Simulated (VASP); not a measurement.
A run of VASP 6.6.1 is set up as follows.

The input INCAR:

```
SYSTEM = BaSi3
PREC = Accurate
ENCUT = 520
EDIFF = 1E-6
ISMEAR = 0
SIGMA = 0.05
LREAL = .FALSE.
LASPH = .TRUE.
NELM = 100
ALGO = Normal
ISIF = 2
LWAVE = .FALSE.
LCHARG = .TRUE.
GGA = PE
LELF = .TRUE.
LVHAR = .TRUE.
NBANDS = 19
```

The input KPOINTS:

```
regular mesh
0
G
  8 8 8
  0 0 0
```

File POSCAR:

```
BaSi3
1.0
    4.4033979510      0.0000000000      0.0000000000
    0.0000000000      4.4033979510      0.0000000000
    0.0000000000      0.0000000000      4.4033979510
Ba Si
1 3
Direct
    0.0000000000      0.0000000000      0.0000000000
    0.0000000000      0.5000000000      0.5000000000
    0.5000000000      0.5000000000      0.0000000000
    0.5000000000      0.0000000000      0.5000000000
```

Potentials or basis: VASP PAW PBE potentials, release 64 (Ba_sv, Si).

Command:

```bash
$ cat potpaw_PBE.64/Ba_sv/POTCAR potpaw_PBE.64/Si/POTCAR > POTCAR
$ mpirun -np 1 vasp_std > vasp.out
```

**Question.** What does it give for the pressure?

**Answer.** 4.3 GPa.

**Question.** What does it give for the band gap on the k mesh?

**Answer.** Zero (band 11 reaches 7.55 eV, above the bottom of band 12 at 5.52 eV).

Caveat: spin-orbit coupling is left out, which moves the levels of the heavy elements.
